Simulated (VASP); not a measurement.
# WC in VASP: single point with PBE

Aim: the single point of WC with PBE.

All numbers are computed with VASP 6.6.1; they aren't measurements. Logs are shortened: lines on timing, memory, paths and dates and some standing lists are left out, and cuts for length are marked.

## Step 1: The cell of the first run

The cell holds a slab with vacuum, 16 atoms: a = 5.681 Å, b = 5.681 Å, c = 15.184 Å, α = 90.00°, β = 90.00°, γ = 120.00°.

## Step 2: Single point, PBE

INCAR reads:

```
PREC = Accurate
ENCUT = 520
EDIFF = 1E-7
ISMEAR = -1
SIGMA = 0.1
LREAL = Auto
LASPH = T
NELM = 80
ALGO = Normal
ISIF = 2
LWAVE = F
LCHARG = F
GGA = PE
NBANDS = 86
```

KPOINTS reads:

```
regular mesh
0
Gamma
  2 2 1
```

POSCAR reads:

```
WC
1.0
    5.6814998085      0.0000000000      0.0000000000
   -2.8407499043      4.9203231658      0.0000000000
    0.0000000000      0.0000000000     15.1839650000
W C
8 8
Direct
    0.0000000000      0.0000000000      0.0658590000
    0.0000000000      0.0000000000      0.2576901055
    0.0000000000      0.5000000000      0.0658590000
    0.0000000000      0.5000000000      0.2576901055
    0.5000000000      0.0000000000      0.0658590000
    0.5000000000      0.0000000000      0.2576901055
    0.5000000000      0.5000000000      0.0658590000
    0.5000000000      0.5000000000      0.2576901055
    0.3333333333      0.1666666667      0.1530293437
    0.3333333333      0.1666666667      0.3333138020
    0.3333333333      0.6666666667      0.1530293437
    0.3333333333      0.6666666667      0.3333138020
    0.8333333333      0.1666666667      0.1530293437
    0.8333333333      0.1666666667      0.3333138020
    0.8333333333      0.6666666667      0.1530293437
    0.8333333333      0.6666666667      0.3333138020
```

Potentials or basis: VASP PAW PBE potentials, release 64 (W_sv, C).

The run is started by

```console
> cat potpaw_PBE.64/W_sv/POTCAR potpaw_PBE.64/C/POTCAR > POTCAR
> mpirun -np 1 vasp_std > vasp.out
```

OUTCAR:

```text
PREC = Accurate
   ENCUT = 520
   EDIFF = 1E-7
   ISMEAR = -1
   LREAL = Auto
   LASPH = T
   NELM = 80
   ISIF = 2
   GGA = PE

 ion  position               nearest neighbor table
   1  0.000  0.000  0.066-   9 2.11  15 2.11  13 2.11   5 2.84   5 2.84   7 2.84   7 2.84   3 2.84
                             3 2.84   2 2.91
   2  0.000  0.000  0.258-  10 2.00  16 2.00  14 2.00   9 2.28  15 2.28  13 2.28   6 2.84   6 2.84
                             8 2.84   8 2.84   4 2.84   4 2.84   1 2.91
   3  0.000  0.500  0.066-  11 2.11  13 2.11  15 2.11   7 2.84   7 2.84   5 2.84   5 2.84   1 2.84
                             1 2.84   4 2.91
   4  0.000  0.500  0.258-  12 2.00  14 2.00  16 2.00  11 2.28  13 2.28  15 2.28   8 2.84   8 2.84
                             6 2.84   6 2.84   2 2.84   2 2.84   3 2.91
   5  0.500  0.000  0.066-  13 2.11  11 2.11   9 2.11   1 2.84   1 2.84   3 2.84   3 2.84   7 2.84
                             7 2.84   6 2.91
   6  0.500  0.000  0.258-  14 2.00  12 2.00  10 2.00  13 2.28  11 2.28   9 2.28   2 2.84   2 2.84
                             4 2.84   4 2.84   8 2.84   8 2.84   5 2.91
   7  0.500  0.500  0.066-  15 2.11   9 2.11  11 2.11   3 2.84   3 2.84   1 2.84   1 2.84   5 2.84
                             5 2.84   8 2.91
   8  0.500  0.500  0.258-  16 2.00  10 2.00  12 2.00  15 2.28   9 2.28  11 2.28   4 2.84   4 2.84
                             2 2.84   2 2.84   6 2.84   6 2.84   7 2.91
   9  0.333  0.167  0.153-   1 2.11   7 2.11   5 2.11   2 2.28   8 2.28   6 2.28
  10  0.333  0.167  0.333-   2 2.00   8 2.00   6 2.00
  11  0.333  0.667  0.153-   3 2.11   5 2.11   7 2.11   4 2.28   6 2.28   8 2.28
  12  0.333  0.667  0.333-   4 2.00   6 2.00   8 2.00
  13  0.833  0.167  0.153-   5 2.11   3 2.11   1 2.11   6 2.28   4 2.28   2 2.28
  14  0.833  0.167  0.333-   6 2.00   4 2.00   2 2.00
  15  0.833  0.667  0.153-   7 2.11   1 2.11   3 2.11   8 2.28   2 2.28   4 2.28
  16  0.833  0.667  0.333-   8 2.00   2 2.00   4 2.00

  LATTYP: Found a hexagonal cell.
 ALAT       =     5.6814998085
 C/A-ratio  =     2.6725275916

  Lattice vectors:

 A1 = (   5.6814998085,   0.0000000000,   0.0000000000)
 A2 = (  -2.8407499043,   4.9203231658,   0.0000000000)
 A3 = (   0.0000000000,   0.0000000000,  15.1839650000)

Analysis of symmetry for initial positions (statically):
=====================================================================
 Subroutine PRICEL returns following result:

  LATTYP: Found a hexagonal cell.
 ALAT       =     2.8407499042
 C/A-ratio  =     5.3450551832

  Lattice vectors:

 A1 = (   2.8407499042,   0.0000000000,   0.0000000000)
 A2 = (  -1.4203749521,   2.4601615829,   0.0000000000)
 A3 = (   0.0000000000,   0.0000000000,  15.1839650000)

   4 primitive cells build up your supercell.

 Routine SETGRP: Setting up the symmetry group for a
 hexagonal supercell.

 Subroutine GETGRP returns: Found  6 space group operations
 (whereof  6 operations were pure point group operations)
 out of a pool of 24 trial point group operations.

The static configuration has the point symmetry C_3v.

Analysis of symmetry for dynamics (positions and initial velocities):
=====================================================================
 Subroutine PRICEL returns following result:

  LATTYP: Found a hexagonal cell.
 ALAT       =     2.8407499042
 C/A-ratio  =     5.3450551832

  Lattice vectors:

 A1 = (   2.8407499042,   0.0000000000,   0.0000000000)
 A2 = (  -1.4203749521,   2.4601615829,   0.0000000000)
 A3 = (   0.0000000000,   0.0000000000,  15.1839650000)

   4 primitive cells build up your supercell.

 Routine SETGRP: Setting up the symmetry group for a
 hexagonal supercell.

 Subroutine GETGRP returns: Found  6 space group operations
 (whereof  6 operations were pure point group operations)
 out of a pool of 24 trial point group operations.

The dynamic configuration has the point symmetry C_3v.

 Subroutine INISYM returns: Found  6 space group operations
 (whereof  6 operations are pure point group operations),
 and found     4 'primitive' translations

----------------------------------------------------------------------------------------

                                     Primitive cell

  volume of cell :     106.1162

  direct lattice vectors                    reciprocal lattice vectors
     2.840749904  0.000000000  0.000000000     0.352019725  0.203238683  0.000000000
    -1.420374952  2.460161583  0.000000000     0.000000000  0.406477366  0.000000000
     0.000000000  0.000000000 15.183965000     0.000000000  0.000000000  0.065858951

  length of vectors
     2.840749904  2.840749904 15.183965000     0.406477366  0.406477366  0.065858951

  position of ions in fractional coordinates (direct lattice)
     0.000000000  0.000000000  0.065859000
     0.000000000  0.000000000  0.257690105
     0.666666667  0.333333333  0.153029344
     0.666666667  0.333333333  0.333313802

  ion indices of the primitive-cell ions
   primitive index   ion index
                 1           1
                 2           2
                 3          13
                 4          14

----------------------------------------------------------------------------------------

 KPOINTS: regular mesh

Automatic generation of k-mesh.
 Grid dimensions read from file:
 generate k-points for:    2    2    1

 Generating k-lattice:

  Cartesian coordinates                     Fractional coordinates (reciprocal lattice)
     0.088004931  0.050809671  0.000000000     0.500000000  0.000000000  0.000000000
     0.000000000  0.101619341  0.000000000     0.000000000  0.500000000  0.000000000
     0.000000000  0.000000000  0.065858951     0.000000000  0.000000000  1.000000000

  Length of vectors
     0.101619341  0.101619341  0.065858951

  Shift w.r.t. Gamma in fractional coordinates (k-lattice)
     0.000000000  0.000000000  0.000000000

 Subroutine IBZKPT returns following result:
 ===========================================

 Found      2 irreducible k-points:

 Following reciprocal coordinates:
            Coordinates               Weight
  0.000000  0.000000  0.000000      1.000000
  0.500000  0.000000  0.000000      3.000000
   k-points           NKPTS =      2   k-points in BZ     NKDIM =      2   number of bands    NBANDS=     86
   number of dos      NEDOS =    301   number of ions     NIONS =     16
   total plane-waves  NPLWV = 211680
   dimension x,y,z NGX =    42 NGY =   42 NGZ =  120
   dimension x,y,z NGXF=    84 NGYF=   84 NGZF=  240
   ions per type =               8   8
   NGX,Y,Z   is equivalent  to a cutoff of  12.29, 12.29, 13.14 a.u.
   NGXF,Y,Z  is equivalent  to a cutoff of  24.58, 24.58, 26.28 a.u.
 SYSTEM =  unknown system
   PREC   = accura    normal or accurate (medium, high low for compatibility)
   ISTART =      0    job   : 0-new  1-cont  2-samecut
   ICHARG =      2    charge: 1-file 2-atom 10-const
   ISPIN  =      1    spin polarized calculation?
   LNONCOLLINEAR =      F non collinear calculations
   LSORBIT =      F    spin-orbit coupling
   LASPH  =      T    aspherical Exc in radial PAW
   ENCUT  =  520.0 eV  38.22 Ry    6.18 a.u.  10.56 10.56 28.23*2*pi/ulx,y,z
   NELM   =     80;   NELMIN=  2; NELMDL= -5     # of ELM steps
   EDIFF  = 0.1E-06   stopping-criterion for ELM
   LREAL  =      T    real-space projection
   EDIFFG = 0.1E-05   stopping-criterion for IOM
   NSW    =      0    number of steps for IOM
   IBRION =     -1    ionic relax: 0-MD 1-quasi-New 2-CG
   NFREE  =      0    steps in history (QN), initial steepest desc. (CG)
   ISIF   =      2    stress and relaxation
   ISYM   =      2    0-nonsym 1-usesym 2-fastsym
   POTIM  = 0.5000    time-step for ionic-motion
   TEBEG  =    0.0;   TEEND  =   0.0 temperature during run
   PSTRESS=    0.0 pullay stress
   NELECT =     144.0000    total number of electrons
   NUPDOWN=      -1.0000    fix difference up-down
   EMIN   =  10.00;   EMAX   =-10.00  energy-range for DOS
   EFERMI =   0.00;   METHOD = LEGACY
   ISMEAR =    -1;   SIGMA  =   0.10  broadening in eV -4-tet -1-fermi 0-gaus
   EFERMI_NEDOS =   21; number of points for ismear=-14 and -15
   IALGO  =     38    algorithm
   IMIX   =      4    mixing-type and parameters
     AMIX     =   0.40;   BMIX     =  1.00
     AMIX_MAG =   1.60;   BMIX_MAG =  1.00
  volume/ion in A,a.u.               =      26.53       179.03
  Fermi-wavevector in a.u.,A,eV,Ry     =   1.141778  2.157648 17.737335  1.303657
  Thomas-Fermi vector in A             =   2.278478
   LORBIT       =      0    0 simple, 1 ext, 2 COOP (PROOUT), +10 PAW based schemes
   GGA     = PE    functional components
[... 5 lines left out ...]
 non-spin polarized calculation
  energy-cutoff  :      520.00
  volume of cell :      424.46
 maximum number of plane-waves:     11481
   NGX = 21   NGY = 21   NGZ = 57

 number of electron     144.0000014 magnetization

 Free energy of the ion-electron system (eV)
  ---------------------------------------------------
  ext. energy  EPLUGINS =         0.00000000
  ---------------------------------------------------
  free energy    TOTEN  =      -162.31620211 eV

  energy without entropy =     -162.05748965  energy(sigma->0) =     -162.18684588

 E-fermi :   1.0814     XC(G=0):  -6.5931

 val. band max:        1.0338678457   @ k =   0.5000   0.0000   0.0000
 cond. band min:       1.3132871293   @ k =   0.0000   0.0000   0.0000
 fundamental gap:      0.2794192837
 Fermi energy:         1.0813576739

 k-point     1 :       0.0000    0.0000    0.0000
  band No.  band energies     occupation
      1     -72.9373      2.00000
      2     -72.8608      2.00000
      3     -72.8608      2.00000
      4     -72.8608      2.00000
      5     -72.5865      2.00000
      6     -72.5050      2.00000
[... 76 lines left out ...]
     83       3.9643      0.00000
     84       4.7542      0.00000

 k-point     2 :       0.5000    0.0000    0.0000
  band No.  band energies     occupation
      1     -72.8992      2.00000
      2     -72.8992      2.00000
      3     -72.8608      2.00000
      4     -72.8608      2.00000
      5     -72.5459      2.00000
      6     -72.5459      2.00000
[... 76 lines left out ...]
     83       3.1109      0.00000
     84       3.1109      0.00000
 [bands above 84 left out]

------------------------ aborting loop because EDIFF is reached ----------------------------------------

  FORCE on cell =-STRESS in cart. coord.  units (eV):
  Direction    XX          YY          ZZ          XY          YZ          ZX
  --------------------------------------------------------------------------------------
  -------------------------------------------------------------------------------------
  Total       23.4137027     23.4137027      0.9366225     -0.0000000      0.0000000      0.0000000
  in kB       88.3769203     88.3769203      3.5353575     -0.0000000      0.0000000      0.0000000
  external PRESSURE =      60.0963994 kB  Pullay stress =       0.0000000 kB

 VOLUME and BASIS-vectors are now :
 -----------------------------------------------------------------------------
  energy-cutoff  :      520.00
  volume of cell :      424.46
      direct lattice vectors                 reciprocal lattice vectors
     5.681499808  0.000000000  0.000000000     0.176009862  0.101619341  0.000000000
    -2.840749904  4.920323166  0.000000000     0.000000000  0.203238683  0.000000000
     0.000000000  0.000000000 15.183965000     0.000000000  0.000000000  0.065858951

 POSITION                                       TOTAL-FORCE (eV/Angst)
 -----------------------------------------------------------------------------------
      0.00000      0.00000      1.00000        -0.000000     -0.000000     -0.056202
      0.00000      0.00000      3.91276        -0.000000     -0.000000     -0.037784
     -1.42037      2.46016      1.00000        -0.000000      0.000000     -0.056202
     -1.42037      2.46016      3.91276         0.000000     -0.000000     -0.037784
      2.84075      0.00000      1.00000         0.000000     -0.000000     -0.056202
      2.84075      0.00000      3.91276        -0.000000     -0.000000     -0.037784
[... 8 lines left out ...]
      2.84075      3.28022      2.32359         0.000000     -0.000000     -0.007909
      2.84075      3.28022      5.06103        -0.000000      0.000000      0.101895
 -----------------------------------------------------------------------------------
    total drift:                                0.000000     -0.000002     -0.056623

  FREE ENERGIE OF THE ION-ELECTRON SYSTEM (eV)
  ---------------------------------------------------
  free  energy   TOTEN  =      -162.3162021111 eV

  energy  without entropy=     -162.0574896477  energy(sigma->0) =     -162.18684588
```

It took 2.7 min on 1 thread of AMD EPYC 9R14 (Zen 4), shared host; peak memory 0.44 GiB.

Results:

* Free energy: -162.3162 eV
* Largest force: 0.102 eV/Å
* Band gap on the k mesh: zero (band 72 reaches 1.47 eV, above the bottom of band 73 at 1.03 eV)

Forces in eV/Å, atoms in the order of the input:
```
W    0.000  0.000 -0.056
W    0.000  0.000 -0.038
W    0.000  0.000 -0.056
W    0.000  0.000 -0.038
W    0.000  0.000 -0.056
W    0.000  0.000 -0.038
W    0.000  0.000 -0.056
W    0.000  0.000 -0.038
C    0.000  0.000 -0.008
C    0.000  0.000  0.102
C    0.000  0.000 -0.008
C    0.000  0.000  0.102
C    0.000  0.000 -0.008
C    0.000  0.000  0.102
C    0.000  0.000 -0.008
C    0.000  0.000  0.102
```

Levels at points of the mesh, in eV from the Fermi level:
| k point | band 68 | band 69 | band 70 | band 71 | band 72 | band 73 | band 74 | band 75 |
| --- | --- | --- | --- | --- | --- | --- | --- | --- |
| (0.00, 0.00, 0.00) | -1.17 | 0.23 | 0.23 | 0.23 | 0.39 | 0.39 | 0.87 | 1.60 |
| (0.50, 0.00, 0.00) | -1.42 | -1.38 | -1.38 | -0.65 | -0.65 | -0.05 | -0.05 | 1.07 |

Caveat: the k points lie up to 0.64 Å⁻¹ apart; spin-orbit coupling is left out, which moves the levels of the heavy elements.
